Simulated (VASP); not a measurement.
# CdO (Fm-3m) in VASP: a series of runs

The runs below take CdO through single point, relaxation of volume and atoms at fixed shape, with PBEsol.

All numbers are computed with VASP 6.6.1; they aren't measurements. Logs are shortened: lines on timing, memory, paths and dates and some standing lists are left out, and cuts for length are marked.

**1. The cell of the first run**

Symmetry: Fm-3m, No. 225, cubic system. Conventional cell: a = 4.690 Å, b = 4.690 Å, c = 4.690 Å, α = 90.00°, β = 90.00°, γ = 90.00°. Within 3.1 Å of Cd (site symmetry m-3m) lie 6 O at 2.35 Å. Within 3.1 Å of O (site symmetry m-3m) lie 6 Cd at 2.35 Å.

**2. Single point, PBEsol**

Contents of INCAR:

```
SYSTEM = CdO
  PREC = Accurate
  ENCUT = 600
  EDIFF = 1E-6
  ISMEAR = 0
  SIGMA = 0.01
  LREAL = .FALSE.
  LASPH = .TRUE.
  NELM = 120
  ALGO = Normal
  ISIF = 2
  LWAVE = .FALSE.
  LCHARG = .FALSE.
  GGA = PS
  NBANDS = 16
  GGA_COMPAT = .FALSE.
```

Contents of KPOINTS:

```
regular mesh
0
G
  8 8 8
  0 0 0
```

Contents of POSCAR:

```
CdO
1.0
    0.0000000000      2.3451761679      2.3451761679
    2.3451761679      0.0000000000      2.3451761679
    2.3451761679      2.3451761679      0.0000000000
Cd O
1 1
Direct
    0.0000000000      0.0000000000      0.0000000000
    0.5000000000      0.5000000000      0.5000000000
```

Potentials or basis: VASP PAW PBE potentials, release 64 (Cd, O).

Run with:

```console
> cat potpaw_PBE.64/Cd/POTCAR potpaw_PBE.64/O/POTCAR > POTCAR
> mpirun -np 1 vasp_std > vasp.out
```

OUTCAR:

```text
SYSTEM = CdO
   PREC = Accurate
   ENCUT = 600
   EDIFF = 1E-6
   ISMEAR = 0
   LREAL = .FALSE.
   LASPH = .TRUE.
   NELM = 120
   ISIF = 2
   GGA = PS

 ion  position               nearest neighbor table
   1  0.000  0.000  0.000-   2 2.35   2 2.35   2 2.35   2 2.35   2 2.35   2 2.35
   2  0.500  0.500  0.500-   1 2.35   1 2.35   1 2.35   1 2.35   1 2.35   1 2.35

  LATTYP: Found a face centered cubic cell.
 ALAT       =     4.6903523358

  Lattice vectors:

 A1 = (   0.0000000000,   2.3451761679,   2.3451761679)
 A2 = (   2.3451761679,   0.0000000000,   2.3451761679)
 A3 = (   2.3451761679,   2.3451761679,   0.0000000000)

Analysis of symmetry for initial positions (statically):
=====================================================================
 Subroutine PRICEL returns:
 Original cell was already a primitive cell.

 Routine SETGRP: Setting up the symmetry group for a
 face centered cubic supercell.

 Subroutine GETGRP returns: Found 48 space group operations
 (whereof 48 operations were pure point group operations)
 out of a pool of 48 trial point group operations.

The static configuration has the point symmetry O_h .

Analysis of symmetry for dynamics (positions and initial velocities):
=====================================================================
 Subroutine PRICEL returns:
 Original cell was already a primitive cell.

 Routine SETGRP: Setting up the symmetry group for a
 face centered cubic supercell.

 Subroutine GETGRP returns: Found 48 space group operations
 (whereof 48 operations were pure point group operations)
 out of a pool of 48 trial point group operations.

The dynamic configuration has the point symmetry O_h .

 Subroutine INISYM returns: Found 48 space group operations
 (whereof 48 operations are pure point group operations),
 and found     1 'primitive' translations

----------------------------------------------------------------------------------------

                                     Primitive cell

  volume of cell :      25.7962

  direct lattice vectors                    reciprocal lattice vectors
     0.000000000  2.345176168  2.345176168    -0.213203599  0.213203599  0.213203599
     2.345176168  0.000000000  2.345176168     0.213203599 -0.213203599  0.213203599
     2.345176168  2.345176168  0.000000000     0.213203599  0.213203599 -0.213203599

  length of vectors
     3.316579943  3.316579943  3.316579943     0.369279466  0.369279466  0.369279466

  position of ions in fractional coordinates (direct lattice)
     0.000000000  0.000000000  0.000000000
     0.500000000  0.500000000  0.500000000

  ion indices of the primitive-cell ions
   primitive index   ion index
                 1           1
                 2           2

[... 76 lines left out ...]
   NFREE  =      0    steps in history (QN), initial steepest desc. (CG)
   ISIF   =      2    stress and relaxation
   ISYM   =      2    0-nonsym 1-usesym 2-fastsym
   POTIM  = 0.5000    time-step for ionic-motion
   TEBEG  =    0.0;   TEEND  =   0.0 temperature during run
   PSTRESS=    0.0 pullay stress
   NELECT =      18.0000    total number of electrons
   NUPDOWN=      -1.0000    fix difference up-down
   EMIN   =  10.00;   EMAX   =-10.00  energy-range for DOS
   EFERMI =   0.00;   METHOD = LEGACY
   ISMEAR =     0;   SIGMA  =   0.01  broadening in eV -4-tet -1-fermi 0-gaus
   EFERMI_NEDOS =   21; number of points for ismear=-14 and -15
   IALGO  =     38    algorithm
   IMIX   =      4    mixing-type and parameters
     AMIX     =   0.40;   BMIX     =  1.00
     AMIX_MAG =   1.60;   BMIX_MAG =  1.00
  volume/ion in A,a.u.               =      12.90        87.04
  Fermi-wavevector in a.u.,A,eV,Ry     =   1.452045  2.743968 28.687011  2.108436
  Thomas-Fermi vector in A             =   2.569473
   LORBIT       =      0    0 simple, 1 ext, 2 COOP (PROOUT), +10 PAW based schemes
   GGA     = PS    functional components
   LHFCALC =     F    Hartree Fock is set to
   AEXX    =    0.0000 exact exchange contribution
   IVDW    =     0    specifies the selected vdW correction
   LEPSILON=     F    determine dielectric tensor
   LRPA    =     F    only Hartree local field effects (RPA)
 non-spin polarized calculation
 Gauss-broadening in eV      SIGMA  =   0.01
  energy-cutoff  :      600.00
  volume of cell :       25.80
 maximum number of plane-waves:       881
 NGX is ok and might be reduce to    28
   NGX = 13   NGY = 13   NGZ = 13

 number of electron      18.0000003 magnetization

 Free energy of the ion-electron system (eV)
  ---------------------------------------------------
  ext. energy  EPLUGINS =         0.00000000
  ---------------------------------------------------
  free energy    TOTEN  =        -8.50492402 eV

  energy without entropy =       -8.50487854  energy(sigma->0) =       -8.50490128

 E-fermi :   1.9438     XC(G=0): -11.9949

 val. band max:        1.9356929721   @ k =   0.5000   0.0000   0.0000
 cond. band min:       2.8120925300   @ k =   0.1250   0.0000   0.0000
 fundamental gap:      0.8763995579
 Fermi energy:         1.9438270741

 k-point     1 :       0.0000    0.0000    0.0000
  band No.  band energies     occupation
      1     -15.4324      2.00000
      2      -4.7361      2.00000
      3      -4.7361      2.00000
      4      -4.7361      2.00000
      5      -4.4278      2.00000
      6      -4.4278      2.00000
[... 433 lines left out ...]
      3      -5.0705      2.00000
      4      -5.0659      2.00000
      5      -4.1662      2.00000
      6      -4.1562      2.00000
[... 8 lines left out ...]
     15      21.3640      0.00000
     16      24.8516      0.00000

 [... further k-points ...]

------------------------ aborting loop because EDIFF is reached ----------------------------------------

  FORCE on cell =-STRESS in cart. coord.  units (eV):
  Direction    XX          YY          ZZ          XY          YZ          ZX
  --------------------------------------------------------------------------------------
  -------------------------------------------------------------------------------------
  Total        0.2208522      0.2208522      0.2208522      0.0000000      0.0000000     -0.0000000
  in kB       13.7168998     13.7168998     13.7168998      0.0000000      0.0000000     -0.0000000
  external PRESSURE =      13.7168998 kB  Pullay stress =       0.0000000 kB

 VOLUME and BASIS-vectors are now :
 -----------------------------------------------------------------------------
  energy-cutoff  :      600.00
  volume of cell :       25.80
      direct lattice vectors                 reciprocal lattice vectors
     0.000000000  2.345176168  2.345176168    -0.213203599  0.213203599  0.213203599
     2.345176168  0.000000000  2.345176168     0.213203599 -0.213203599  0.213203599
     2.345176168  2.345176168  0.000000000     0.213203599  0.213203599 -0.213203599

 POSITION                                       TOTAL-FORCE (eV/Angst)
 -----------------------------------------------------------------------------------
      0.00000      0.00000      0.00000        -0.000000     -0.000000     -0.000000
      2.34518      2.34518      2.34518         0.000000      0.000000      0.000000
 -----------------------------------------------------------------------------------
    total drift:                                0.000000      0.000000      0.000000

  FREE ENERGIE OF THE ION-ELECTRON SYSTEM (eV)
  ---------------------------------------------------
  free  energy   TOTEN  =        -8.5049240243 eV

  energy  without entropy=       -8.5048785367  energy(sigma->0) =       -8.50490128
```

Wall time 7 s (1 thread of Intel Xeon 6975P-C (Granite Rapids), shared host); peak memory 0.16 GiB.

Results:

* Free energy: -8.5049 eV
* Pressure: 1.4 GPa
* Band gap on the k mesh: zero (bands 9 and 10 overlap by 0.52 eV)

Caveat: semilocal functionals underestimate gaps, so a narrow gap can read as zero; the PAW data sets were made with another functional, which shifts forces and pressure a little.

**3. Relaxation of volume and atoms at fixed shape, PBEsol**

This run uses another cell than the first one, of 12.97 Å³/atom.

Contents of INCAR:

```
PREC     = Accurate       # precision mode
ENCUT    = 600            # plane-wave cutoff, eV
EDIFF    = 1E-7           # SCF threshold, eV
ISMEAR   = 0              # smearing method
SIGMA    = 0.01           # smearing width, eV
LREAL    = F              # projectors in reciprocal space
LASPH    = T              # aspherical terms in the spheres
NELM     = 120            # most SCF steps
ALGO     = Normal         # electronic algorithm
ISIF     = 8              # what is computed and relaxed
LWAVE    = F              # write WAVECAR
LCHARG   = F              # write CHGCAR
GGA      = PS             # functional
IBRION   = 2              # ionic algorithm
NSW      = 80             # ionic steps
EDIFFG   = -0.02          # ionic threshold
GGA_COMPAT= F            
NELMIN   = 4
```

Contents of KPOINTS:

```
regular mesh
0
Gamma
  8 8 8
```

Contents of POSCAR:

```
CdO
1.0
    0.0000000000      2.3495000000      2.3495000000
    2.3495000000      0.0000000000      2.3495000000
    2.3495000000      2.3495000000      0.0000000000
Cd O
1 1
Direct
    0.0000000000      0.0000000000      0.0000000000
    0.5000000000      0.5000000000      0.5000000000
```

Potentials or basis: VASP PAW PBE potentials, release 64 (Cd, O).

Run with:

```console
> cat potpaw_PBE.64/Cd/POTCAR potpaw_PBE.64/O/POTCAR > POTCAR
> mpirun -np 1 vasp_std > vasp.out
```

It took 13 s on 1 thread of Intel Xeon 6975P-C (Granite Rapids), shared host; peak memory 0.17 GiB.

It converged, with:

```yaml
Free_energy: -8.5063 eV
Relaxed_volume: 13.02 Å³/atom
Relaxed_cell: a = 3.327 Å, b = 3.327 Å, c = 3.327 Å, α = 60.00°, β = 60.00°, γ = 60.00°
Space_group_after_relaxing_to_0.1_Å: Fm-3m (No. 225)
Energy_gained_by_relaxing: 0.1 meV/atom
Ionic_steps: 3
Pressure_after_relaxing: 0.0 GPa
Band_gap_on_the_k_mesh: zero (bands 9 and 10 overlap by 0.54 eV)
```

Step by step:
| step | energy change (eV) | largest force (eV/Å) | pressure (GPa) | volume (Å³) |
| --- | --- | --- | --- | --- |
| 1 | 0.0000 | 0.0000 | 0.54 | 25.94 |
| 2 | -0.0001 | 0.0000 | -0.36 | 26.10 |
| 3 | -0.0002 | 0.0000 | 0.00 | 26.04 |

Final structure:
```
Cd O
1.0
     0.00000    2.35251    2.35251
     2.35251    0.00000    2.35251
     2.35251    2.35251    0.00000
Cd O
1 1
Direct
  0.00000 0.00000 0.00000
  0.50000 0.50000 0.50000
```

Levels at points of the mesh, in eV from the Fermi level:
| k point | band 7 | band 8 | band 9 | band 10 | band 11 | band 12 |
| --- | --- | --- | --- | --- | --- | --- |
| (0.00, 0.00, 0.00) | -1.36 | -1.36 | -1.36 | -0.55 | 14.76 | 16.85 |
| (0.50, 0.00, 0.00) | -3.83 | -0.01 | -0.01 | 4.28 | 7.21 | 11.78 |
| (0.50, 0.50, 0.00) | -4.40 | -2.34 | -2.34 | 3.75 | 8.42 | 11.04 |

Caveat: semilocal functionals underestimate gaps, so a narrow gap can read as zero; the PAW data sets were made with another functional, which shifts forces and pressure a little.
